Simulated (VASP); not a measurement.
# Se (R-3m) in VASP: settings compared

The runs below take Se through single point, with PBEsol, revPBE.

Program: VASP 6.6.1. These are calculated values, not measurements. Logs are shortened: lines on timing, memory, paths and dates and some standing lists are left out, and cuts for length are marked.

### 1 The cell of the first run

Symmetry: R-3m, No. 166, trigonal system. The conventional cell has a = 3.850 Å, b = 3.850 Å, c = 2.645 Å, α = 90.00°, β = 90.00°, γ = 120.00°. Within 3.2 Å of Se (site symmetry -3m) lie 14 Se at 2.39 to 2.84 Å.

### 2 Single point, PBEsol

Input file INCAR:

```
  PREC = Accurate
  ENCUT = 520
  EDIFF = 1E-6
  ISMEAR = 1
  SIGMA = 0.05
  LREAL = F
  LASPH = T
  NELM = 80
  ALGO = Normal
  ISIF = 2
  LWAVE = F
  LCHARG = F
  GGA = PS
  NBANDS = 9
```

Input file KPOINTS:

```
regular mesh
0
Gamma
  14 14 14
```

Input file POSCAR:

```
Se
1.0
    1.9250000000      1.1113992700      0.8816666700
   -1.9250000000      1.1113992700      0.8816666700
    0.0000000000     -2.2227985400      0.8816666700
Se
1
Direct
    0.0000000000      0.0000000000      0.0000000000
```

Potentials or basis: VASP PAW PBE potentials, release 64 (Se).

On the command line:

```bash
$ cat potpaw_PBE.64/Se/POTCAR > POTCAR
$ mpirun -np 1 vasp_std > vasp.out
```

OUTCAR:

```text
PREC = Accurate
   ENCUT = 520
   EDIFF = 1E-6
   ISMEAR = 1
   LREAL = F
   LASPH = T
   NELM = 80
   ISIF = 2
   GGA = PS

 ion  position               nearest neighbor table
   1  0.000  0.000  0.000-

  LATTYP: Found a trigonal (rhomboedric) cell.
 ALAT       =     2.3912694232
 COS(alpha) =    -0.2960878580

  Lattice vectors:

 A1 = (   1.9250000000,   1.1113992700,   0.8816666700)
 A2 = (  -1.9250000000,   1.1113992700,   0.8816666700)
 A3 = (   0.0000000000,  -2.2227985400,   0.8816666700)

Analysis of symmetry for initial positions (statically):
=====================================================================
 Subroutine PRICEL returns:
 Original cell was already a primitive cell.

 Routine SETGRP: Setting up the symmetry group for a
 trigonal (rhombohedral) supercell.

 Subroutine GETGRP returns: Found 12 space group operations
 (whereof 12 operations were pure point group operations)
 out of a pool of 12 trial point group operations.

The static configuration has the point symmetry D_3d.

Analysis of symmetry for dynamics (positions and initial velocities):
=====================================================================
 Subroutine PRICEL returns:
 Original cell was already a primitive cell.

 Routine SETGRP: Setting up the symmetry group for a
 trigonal (rhombohedral) supercell.

 Subroutine GETGRP returns: Found 12 space group operations
 (whereof 12 operations were pure point group operations)
 out of a pool of 12 trial point group operations.

The dynamic configuration has the point symmetry D_3d.

 Subroutine INISYM returns: Found 12 space group operations
 (whereof 12 operations are pure point group operations),
 and found     1 'primitive' translations

----------------------------------------------------------------------------------------

                                     Primitive cell

  volume of cell :      11.3177

  direct lattice vectors                    reciprocal lattice vectors
     1.925000000  1.111399270  0.881666670     0.259740260  0.149961109  0.378071832
    -1.925000000  1.111399270  0.881666670    -0.259740260  0.149961109  0.378071832
     0.000000000 -2.222798540  0.881666670     0.000000000 -0.299922217  0.378071832

  length of vectors
     2.391269423  2.391269423  2.391269426     0.482588486  0.482588486  0.482588486

  position of ions in fractional coordinates (direct lattice)
     0.000000000  0.000000000  0.000000000

  ion indices of the primitive-cell ions
   primitive index   ion index
                 1           1

----------------------------------------------------------------------------------------

 KPOINTS: regular mesh

Automatic generation of k-mesh.
 Grid dimensions read from file:
 generate k-points for:   14   14   14

 Generating k-lattice:

  Cartesian coordinates                     Fractional coordinates (reciprocal lattice)
     0.018552876  0.010711508  0.027005131     0.071428571  0.000000000  0.000000000
    -0.018552876  0.010711508  0.027005131     0.000000000  0.071428571  0.000000000
     0.000000000 -0.021423016  0.027005131     0.000000000  0.000000000  0.071428571

  Length of vectors
     0.034470606  0.034470606  0.034470606

  Shift w.r.t. Gamma in fractional coordinates (k-lattice)
     0.000000000  0.000000000  0.000000000

 Subroutine IBZKPT returns following result:
 ===========================================

 Found    288 irreducible k-points:

 Following reciprocal coordinates:
            Coordinates               Weight
  0.000000  0.000000  0.000000      1.000000
  0.071429  0.000000  0.000000      6.000000
  0.142857  0.000000  0.000000      6.000000
  0.214286 -0.000000  0.000000      6.000000
  0.285714  0.000000  0.000000      6.000000
  0.357143  0.000000  0.000000      6.000000
[... 16 lines left out ...]
  0.214286  0.142857  0.000000     12.000000
  0.285714  0.142857 -0.000000     12.000000
 [... further k-points ...]
   k-points           NKPTS =    288   k-points in BZ     NKDIM =    288   number of bands    NBANDS=      9
   number of dos      NEDOS =    301   number of ions     NIONS =      1
   total plane-waves  NPLWV =   5832
   dimension x,y,z NGX =    18 NGY =   18 NGZ =   18
   dimension x,y,z NGXF=    36 NGYF=   36 NGZF=   36
   ions per type =               1
   NGX,Y,Z   is equivalent  to a cutoff of  12.51, 12.51, 12.51 a.u.
   NGXF,Y,Z  is equivalent  to a cutoff of  25.03, 25.03, 25.03 a.u.
 SYSTEM =  unknown system
   PREC   = accura    normal or accurate (medium, high low for compatibility)
   ISTART =      0    job   : 0-new  1-cont  2-samecut
   ICHARG =      2    charge: 1-file 2-atom 10-const
   ISPIN  =      1    spin polarized calculation?
   LNONCOLLINEAR =      F non collinear calculations
   LSORBIT =      F    spin-orbit coupling
   LASPH  =      T    aspherical Exc in radial PAW
   ENCUT  =  520.0 eV  38.22 Ry    6.18 a.u.   4.45  4.45  4.45*2*pi/ulx,y,z
   NELM   =     80;   NELMIN=  2; NELMDL= -5     # of ELM steps
   EDIFF  = 0.1E-05   stopping-criterion for ELM
   LREAL  =      F    real-space projection
   EDIFFG = 0.1E-04   stopping-criterion for IOM
   NSW    =      0    number of steps for IOM
   IBRION =     -1    ionic relax: 0-MD 1-quasi-New 2-CG
   NFREE  =      0    steps in history (QN), initial steepest desc. (CG)
   ISIF   =      2    stress and relaxation
   ISYM   =      2    0-nonsym 1-usesym 2-fastsym
   POTIM  = 0.5000    time-step for ionic-motion
   TEBEG  =    0.0;   TEEND  =   0.0 temperature during run
   PSTRESS=    0.0 pullay stress
   NELECT =       6.0000    total number of electrons
   NUPDOWN=      -1.0000    fix difference up-down
   EMIN   =  10.00;   EMAX   =-10.00  energy-range for DOS
   EFERMI =   0.00;   METHOD = LEGACY
   ISMEAR =     1;   SIGMA  =   0.05  broadening in eV -4-tet -1-fermi 0-gaus
   EFERMI_NEDOS =   21; number of points for ismear=-14 and -15
   IALGO  =     38    algorithm
   IMIX   =      4    mixing-type and parameters
     AMIX     =   0.40;   BMIX     =  1.00
     AMIX_MAG =   1.60;   BMIX_MAG =  1.00
  volume/ion in A,a.u.               =      11.32        76.38
  Fermi-wavevector in a.u.,A,eV,Ry     =   1.324971  2.503832 23.885687  1.755548
  Thomas-Fermi vector in A             =   2.454466
   LORBIT       =      0    0 simple, 1 ext, 2 COOP (PROOUT), +10 PAW based schemes
   GGA     = PS    functional components
   LHFCALC =     F    Hartree Fock is set to
   AEXX    =    0.0000 exact exchange contribution
   IVDW    =     0    specifies the selected vdW correction
   LEPSILON=     F    determine dielectric tensor
   LRPA    =     F    only Hartree local field effects (RPA)
 non-spin polarized calculation
 Methfessel and Paxton  Order N= 1 SIGMA  =   0.05
  energy-cutoff  :      520.00
  volume of cell :       11.32
 maximum number of plane-waves:       317
 NGX is ok and might be reduce to    18
   NGX =  9   NGY =  9   NGZ =  9

 number of electron       6.0000000 magnetization

 Free energy of the ion-electron system (eV)
  ---------------------------------------------------
  ext. energy  EPLUGINS =         0.00000000
  ---------------------------------------------------
  free energy    TOTEN  =        -1.06842836 eV

  energy without entropy =       -1.06839919  energy(sigma->0) =       -1.06841863

 E-fermi :  14.8004     XC(G=0): -13.5058

 val. band max:       14.7951929640   @ k =   0.5000   0.3571   0.3571
 cond. band min:      14.8036404467   @ k =  -0.2857   0.3571   0.2143
 fundamental gap:      0.0084474827
 Fermi energy:        14.8003928137

 k-point     1 :       0.0000    0.0000    0.0000
  band No.  band energies     occupation
      1      -8.9290      2.00000
      2      20.2663      0.00000
      3      22.5181      0.00000
      4      22.5181      0.00000
      5      27.1644      0.00000
      6      27.1644      0.00000
      7      29.5987      0.00000
      8      33.2544      0.00000
      9      33.2548      0.00000

 k-point     2 :       0.0714    0.0000    0.0000
  band No.  band energies     occupation
      1      -8.7532      2.00000
      2      19.1576      0.00000
      3      21.1864      0.00000
      4      22.2275      0.00000
      5      27.0157      0.00000
      6      28.2105      0.00000
      7      29.8396      0.00000
      8      32.5367      0.00000
      9      32.6289      0.00000

 k-point     3 :       0.1429    0.0000    0.0000
  band No.  band energies     occupation
      1      -8.2265      2.00000
      2      16.0305      0.00000
      3      19.8345      0.00000
      4      21.5552      0.00000
      5      26.3417      0.00000
      6      27.7403      0.00000
      7      31.5310      0.00000
      8      32.2442      0.00000
      9      33.4027      0.00000

 k-point     4 :       0.2143   -0.0000    0.0000
  band No.  band energies     occupation
      1      -7.3513      2.00000
      2      12.4481      2.00000
      3      18.7042      0.00000
      4      20.8058      0.00000
      5      25.2385      0.00000
      6      26.4891      0.00000
      7      32.7840      0.00000
      8      34.0810      0.00000
      9      34.6535      0.00000
[... 205 lines left out ...]
 k-point    22 :       0.1429    0.1429    0.0000
  band No.  band energies     occupation
      1      -6.9484      2.00000
      2      13.0633      2.00000
      3      14.3584      2.00000
      4      18.9486      0.00000
      5      27.2870      0.00000
      6      29.2179      0.00000
      7      32.5828      0.00000
      8      34.8013      0.00000
      9      37.2956      0.00000

 k-point    23 :       0.2143    0.1429    0.0000
  band No.  band energies     occupation
      1      -5.7961      2.00000
      2      10.0762      2.00000
      3      13.0209      2.00000
      4      18.1942      0.00000
      5      26.7575      0.00000
      6      29.3076      0.00000
      7      32.7875      0.00000
      8      37.1796      0.00000
      9      39.2571      0.00000

 k-point    24 :       0.2857    0.1429   -0.0000
  band No.  band energies     occupation
      1      -4.3246      2.00000
      2       6.8944      2.00000
      3      12.4423      2.00000
      4      17.7053      0.00000
      5      25.8837      0.00000
      6      29.5693      0.00000
      7      32.8078      0.00000
      8      39.9326      0.00000
      9      41.0758      0.00000

 [... further k-points ...]

------------------------ aborting loop because EDIFF is reached ----------------------------------------

  FORCE on cell =-STRESS in cart. coord.  units (eV):
  Direction    XX          YY          ZZ          XY          YZ          ZX
  --------------------------------------------------------------------------------------
  -------------------------------------------------------------------------------------
  Total       10.7987360     10.7987360     10.5655633      0.0000000     -0.0000000      0.0000000
  in kB     1528.7166306   1528.7166356   1495.7076816      0.0000000     -0.0000000      0.0000000
  external PRESSURE =    1517.7136493 kB  Pullay stress =       0.0000000 kB

 VOLUME and BASIS-vectors are now :
 -----------------------------------------------------------------------------
  energy-cutoff  :      520.00
  volume of cell :       11.32
      direct lattice vectors                 reciprocal lattice vectors
     1.925000000  1.111399270  0.881666670     0.259740260  0.149961109  0.378071832
    -1.925000000  1.111399270  0.881666670    -0.259740260  0.149961109  0.378071832
     0.000000000 -2.222798540  0.881666670     0.000000000 -0.299922217  0.378071832

 POSITION                                       TOTAL-FORCE (eV/Angst)
 -----------------------------------------------------------------------------------
      0.00000      0.00000      0.00000         0.000000     -0.000000      0.000000
 -----------------------------------------------------------------------------------
    total drift:                               -0.000000     -0.000000      0.000000

  FREE ENERGIE OF THE ION-ELECTRON SYSTEM (eV)
  ---------------------------------------------------
  free  energy   TOTEN  =        -1.0684283563 eV

  energy  without entropy=       -1.0683991923  energy(sigma->0) =       -1.06841863
```

Wall time 7.9 s (1 thread of Intel Xeon 6975P-C (Granite Rapids), shared host); peak memory 0.14 GiB.

What came out:

```
Free energy            : -1.0684 eV
Pressure               : 151.8 GPa
Band gap on the k mesh : zero (band 3 reaches 22.52 eV, above the bottom of band 4 at 8.29 eV)
```

Stress tensor (GPa, compression positive):
```
152.87   0.00   0.00
  0.00 152.87   0.00
  0.00   0.00 149.57
```

Caveat: the PAW data sets were made with another functional, which shifts forces and pressure a little.

### 3 Single point, revPBE

Input file INCAR:

```
SYSTEM = Se
  PREC = Accurate
  ENCUT = 520
  EDIFF = 1E-6
  ISMEAR = 1
  SIGMA = 0.05
  LREAL = .FALSE.
  LASPH = .TRUE.
  NELM = 80
  ALGO = Normal
  ISIF = 2
  LWAVE = .FALSE.
  LCHARG = .FALSE.
  GGA = RE
  NBANDS = 9
```

Input file KPOINTS:

```
Automatic mesh
0
G
  14 14 14
  0 0 0
```

POSCAR is that of step 2.

Potentials or basis: VASP PAW PBE potentials, release 64 (Se).

On the command line:

```bash
$ cat potpaw_PBE.64/Se/POTCAR > POTCAR
$ mpirun -np 1 vasp_std > vasp.out
```

It took 7.4 s on 1 thread of Intel Xeon 6975P-C (Granite Rapids), shared host; peak memory 0.14 GiB.

It converged, with:

| Item | Value |
| --- | --- |
| Free energy | 0.1844 eV |
| Pressure | 162.6 GPa |
| Band gap on the k mesh | zero (band 3 reaches 22.76 eV, above the bottom of band 4 at 8.49 eV) |

Stress tensor (GPa, compression positive):
```
163.89   0.00   0.00
  0.00 163.89   0.00
  0.00   0.00 159.99
```

Levels at points of the mesh, in eV from the Fermi level:
```csv
k point,band 1,band 2,band 3,band 4,band 5,band 6
"(0.00, 0.00, 0.00)",-23.74,5.47,7.74,7.74,12.27,12.27
"(0.50, 0.00, 0.00)",-16.45,-13.33,1.61,4.50,7.58,9.13
"(0.50, 0.50, 0.00)",-14.48,-12.79,-1.54,4.72,4.77,9.55
"(0.50, 0.50, 0.50)",-7.80,-6.92,-6.92,-5.01,0.44,0.44
```

Caveat: the PAW data sets were made with another functional, which shifts forces and pressure a little.
